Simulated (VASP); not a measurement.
# F (P6_3/mmc) in VASP: further runs, part 2 of 2

VASP 6.6.1.

## Step 4: Single point, PBE (volume scaled by 0.55)

File INCAR:

```
SYSTEM = F
ALGO     = Normal         ! electronic algorithm
EDIFF    = 1E-7           ! SCF threshold, eV
ENCUT    = 520            ! plane-wave cutoff, eV
GGA      = PE             ! functional
ISIF     = 2              ! what is computed and relaxed
ISMEAR   = -1             ! smearing method
LASPH    = .True.         ! aspherical terms in the spheres
LCHARG   = .True.         ! write CHGCAR
LELF     = .True.         ! ELF
LREAL    = .False.        ! projectors in reciprocal space
LVHAR    = .True.       
LWAVE    = .False.        ! write WAVECAR
NBANDS   = 14             ! bands
NELM     = 60             ! most SCF steps
PREC     = Accurate       ! precision mode
SIGMA    = 0.05           ! smearing width, eV
```

File KPOINTS:

```
k-points
0
Gamma
  18 18 10
  0 0 0
```

File POSCAR:

```
F
1.0
    2.1796334018      0.0000000000      0.0000000000
   -1.0898167009      1.8876178969      0.0000000000
    0.0000000000      0.0000000000      2.8368146951
F
2
Direct
    0.3333333333      0.6666666667      0.2500000000
    0.6666666667      0.3333333333      0.7500000000
```

Potentials or basis: VASP PAW PBE potentials, release 64 (F).

Launch:

```bash
cat potpaw_PBE.64/F/POTCAR > POTCAR
mpirun -np 1 vasp_std > vasp.out
```

OUTCAR:

```text
SYSTEM = F
   EDIFF = 1E-7
   ENCUT = 520
   GGA = PE
   ISIF = 2
   ISMEAR = -1
   LASPH = .True.
   LREAL = .False.
   NELM = 60
   PREC = Accurate

 ion  position               nearest neighbor table
   1  0.333  0.667  0.250-   2 1.90   2 1.90   2 1.90   2 1.90   2 1.90   2 1.90
   2  0.667  0.333  0.750-   1 1.90   1 1.90   1 1.90   1 1.90   1 1.90   1 1.90

  LATTYP: Found a hexagonal cell.
 ALAT       =     2.1796334018
 C/A-ratio  =     1.3015100121

  Lattice vectors:

 A1 = (   2.1796334018,   0.0000000000,   0.0000000000)
 A2 = (  -1.0898167009,   1.8876178969,   0.0000000000)
 A3 = (   0.0000000000,   0.0000000000,   2.8368146951)

Analysis of symmetry for initial positions (statically):
=====================================================================
 Subroutine PRICEL returns:
 Original cell was already a primitive cell.

 Routine SETGRP: Setting up the symmetry group for a
 hexagonal supercell.

 Subroutine GETGRP returns: Found 24 space group operations
 (whereof 12 operations were pure point group operations)
 out of a pool of 24 trial point group operations.

The static configuration has the point symmetry D_3d.
 The point group associated with its full space group is D_6h.

Analysis of symmetry for dynamics (positions and initial velocities):
=====================================================================
 Subroutine PRICEL returns:
 Original cell was already a primitive cell.

 Routine SETGRP: Setting up the symmetry group for a
 hexagonal supercell.

 Subroutine GETGRP returns: Found 24 space group operations
 (whereof 12 operations were pure point group operations)
 out of a pool of 24 trial point group operations.

The dynamic configuration has the point symmetry D_3d.
 The point group associated with its full space group is D_6h.

 Subroutine INISYM returns: Found 24 space group operations
 (whereof 12 operations are pure point group operations),
 and found     1 'primitive' translations

----------------------------------------------------------------------------------------

                                     Primitive cell

  volume of cell :      11.6715

  direct lattice vectors                    reciprocal lattice vectors
     2.179633402  0.000000000  0.000000000     0.458792749  0.264884117  0.000000000
    -1.089816701  1.887617897  0.000000000     0.000000000  0.529768234  0.000000000
     0.000000000  0.000000000  2.836814695     0.000000000  0.000000000  0.352508044

  length of vectors
     2.179633402  2.179633402  2.836814695     0.529768234  0.529768234  0.352508044

  position of ions in fractional coordinates (direct lattice)
     0.333333333  0.666666667  0.250000000
     0.666666667  0.333333333  0.750000000

  ion indices of the primitive-cell ions
   primitive index   ion index
                 1           1
                 2           2

----------------------------------------------------------------------------------------

 KPOINTS: k-points

Automatic generation of k-mesh.
 Grid dimensions read from file:
 generate k-points for:   18   18   10

 Generating k-lattice:

  Cartesian coordinates                     Fractional coordinates (reciprocal lattice)
     0.025488486  0.014715784  0.000000000     0.055555556  0.000000000  0.000000000
     0.000000000  0.029431569  0.000000000     0.000000000  0.055555556  0.000000000
     0.000000000  0.000000000  0.035250804     0.000000000  0.000000000  0.100000000

  Length of vectors
     0.029431569  0.029431569  0.035250804

  Shift w.r.t. Gamma in fractional coordinates (k-lattice)
     0.000000000  0.000000000  0.000000000

 Subroutine IBZKPT returns following result:
 ===========================================

 Found    222 irreducible k-points:

 Following reciprocal coordinates:
            Coordinates               Weight
  0.000000  0.000000  0.000000      1.000000
  0.055556 -0.000000  0.000000      6.000000
  0.111111 -0.000000  0.000000      6.000000
  0.166667 -0.000000  0.000000      6.000000
  0.222222 -0.000000  0.000000      6.000000
  0.277778 -0.000000  0.000000      6.000000
[... 16 lines left out ...]
  0.333333  0.111111  0.000000     12.000000
  0.388889  0.111111  0.000000     12.000000
 [... further k-points ...]
   k-points           NKPTS =    222   k-points in BZ     NKDIM =    222   number of bands    NBANDS=     14
   number of dos      NEDOS =    301   number of ions     NIONS =      2
   total plane-waves  NPLWV =   6144
   dimension x,y,z NGX =    16 NGY =   16 NGZ =   24
   dimension x,y,z NGXF=    32 NGYF=   32 NGZF=   48
   ions per type =               2
   NGX,Y,Z   is equivalent  to a cutoff of  12.20, 12.20, 14.06 a.u.
   NGXF,Y,Z  is equivalent  to a cutoff of  24.41, 24.41, 28.13 a.u.
 SYSTEM =  F
   PREC   = accura    normal or accurate (medium, high low for compatibility)
   ISTART =      0    job   : 0-new  1-cont  2-samecut
   ICHARG =      2    charge: 1-file 2-atom 10-const
   ISPIN  =      1    spin polarized calculation?
   LNONCOLLINEAR =      F non collinear calculations
   LSORBIT =      F    spin-orbit coupling
   LASPH  =      T    aspherical Exc in radial PAW
   ENCUT  =  520.0 eV  38.22 Ry    6.18 a.u.   4.05  4.05  5.27*2*pi/ulx,y,z
   NELM   =     60;   NELMIN=  2; NELMDL= -5     # of ELM steps
   EDIFF  = 0.1E-06   stopping-criterion for ELM
   LREAL  =      F    real-space projection
   EDIFFG = 0.1E-05   stopping-criterion for IOM
   NSW    =      0    number of steps for IOM
   IBRION =     -1    ionic relax: 0-MD 1-quasi-New 2-CG
   NFREE  =      0    steps in history (QN), initial steepest desc. (CG)
   ISIF   =      2    stress and relaxation
   ISYM   =      2    0-nonsym 1-usesym 2-fastsym
   POTIM  = 0.5000    time-step for ionic-motion
   TEBEG  =    0.0;   TEEND  =   0.0 temperature during run
   PSTRESS=    0.0 pullay stress
   NELECT =      14.0000    total number of electrons
   NUPDOWN=      -1.0000    fix difference up-down
   EMIN   =  10.00;   EMAX   =-10.00  energy-range for DOS
   EFERMI =   0.00;   METHOD = LEGACY
   ISMEAR =    -1;   SIGMA  =   0.05  broadening in eV -4-tet -1-fermi 0-gaus
   EFERMI_NEDOS =   21; number of points for ismear=-14 and -15
   IALGO  =     38    algorithm
   IMIX   =      4    mixing-type and parameters
     AMIX     =   0.40;   BMIX     =  1.00
     AMIX_MAG =   1.60;   BMIX_MAG =  1.00
  volume/ion in A,a.u.               =       5.84        39.38
  Fermi-wavevector in a.u.,A,eV,Ry     =   1.739434  3.287054 41.166214  3.025631
  Thomas-Fermi vector in A             =   2.812276
   LORBIT       =      0    0 simple, 1 ext, 2 COOP (PROOUT), +10 PAW based schemes
   GGA     = PE    functional components
   LHFCALC =     F    Hartree Fock is set to
   AEXX    =    0.0000 exact exchange contribution
   IVDW    =     0    specifies the selected vdW correction
   LEPSILON=     F    determine dielectric tensor
   LRPA    =     F    only Hartree local field effects (RPA)
 non-spin polarized calculation
  energy-cutoff  :      520.00
  volume of cell :       11.67
 maximum number of plane-waves:       326
   NGX =  9   NGY =  9   NGZ = 11

 number of electron      13.9999992 magnetization

 Free energy of the ion-electron system (eV)
  ---------------------------------------------------
  ext. energy  EPLUGINS =         0.00000000
  ---------------------------------------------------
  free energy    TOTEN  =         0.22451416 eV

  energy without entropy =        0.24210497  energy(sigma->0) =        0.23330956

 E-fermi :   3.6678     XC(G=0): -13.5823

 val. band max:        3.6641554255   @ k =   0.2222   0.1667   0.1000
 cond. band min:       3.6708732836   @ k =   0.3333   0.1111   0.0000
 fundamental gap:      0.0067178581
 Fermi energy:         3.6677940374

 k-point     1 :       0.0000    0.0000    0.0000
  band No.  band energies     occupation
      1     -23.8524      2.00000
      2     -16.2886      2.00000
      3      -4.9048      2.00000
      4       1.8515      2.00000
      5       1.8515      2.00000
      6       3.9522      0.00675
      7       3.9522      0.00675
      8       5.3870      0.00000
      9      23.3407      0.00000
     10      25.5857      0.00000
     11      36.8850      0.00000
     12      39.0935      0.00000
     13      39.0935      0.00000
     14      44.1189      0.00000
[... 375 lines left out ...]
 k-point    24 :       0.3889    0.1111    0.0000
  band No.  band energies     occupation
      1     -19.8526      2.00000
      2     -17.2878      2.00000
      3      -3.4507      2.00000
      4      -1.1622      2.00000
      5      -0.5443      2.00000
      6       0.2257      2.00000
      7       2.0250      2.00000
      8       3.6338      1.32755
      9      25.1617      0.00000
     10      29.7230      0.00000
     11      31.1641      0.00000
     12      31.5397      0.00000
     13      40.2839      0.00000
     14      41.3573      0.00000

 [... further k-points ...]
[... 5 lines left out ...]
  --------------------------------------------------------------------------------------
  -------------------------------------------------------------------------------------
  Total        9.3226344      9.3226344      9.3757503      0.0000000      0.0000000      0.0000000
  in kB     1279.7369973   1279.7369973   1287.0283267      0.0000000      0.0000000      0.0000000
  external PRESSURE =    1282.1674404 kB  Pullay stress =       0.0000000 kB

 VOLUME and BASIS-vectors are now :
 -----------------------------------------------------------------------------
  energy-cutoff  :      520.00
  volume of cell :       11.67
      direct lattice vectors                 reciprocal lattice vectors
     2.179633402  0.000000000  0.000000000     0.458792749  0.264884117  0.000000000
    -1.089816701  1.887617897  0.000000000     0.000000000  0.529768234  0.000000000
     0.000000000  0.000000000  2.836814695     0.000000000  0.000000000  0.352508044

 POSITION                                       TOTAL-FORCE (eV/Angst)
 -----------------------------------------------------------------------------------
     -0.00000      1.25841      0.70920        -0.000000      0.000000      0.000000
      1.08982      0.62921      2.12761         0.000000     -0.000000      0.000000
 -----------------------------------------------------------------------------------
    total drift:                               -0.000000      0.000000      0.000000

  FREE ENERGIE OF THE ION-ELECTRON SYSTEM (eV)
  ---------------------------------------------------
  free  energy   TOTEN  =         0.2245141587 eV

  energy  without entropy=        0.2421049680  energy(sigma->0) =        0.23330956
```

Run time: 31 s. Hardware: 1 thread of AMD EPYC 7R13 (Zen 3), shared host; peak memory 0.1 GiB.

What came out:

```
Free energy            : 0.2245 eV
Pressure               : 128.2 GPa
Band gap on the k mesh : zero (band 7 reaches 4.60 eV, above the bottom of band 8 at 2.12 eV)
```

Levels at points of the mesh, in eV from the Fermi level:
```csv
k point,band 4,band 5,band 6,band 7,band 8,band 9,band 10,band 11
"(0.00, 0.00, 0.00)",-1.82,-1.82,0.28,0.28,1.72,19.67,21.92,33.22
"(0.50, 0.00, 0.00)",-4.77,-3.84,-3.81,-1.73,0.34,20.69,26.31,27.38
"(0.00, 0.00, 0.50)",-2.83,-0.76,-0.76,-0.76,-0.76,22.67,22.67,35.72
"(0.50, 0.00, 0.50)",-8.69,-1.93,-1.93,-0.12,-0.12,22.73,22.73,30.70
```
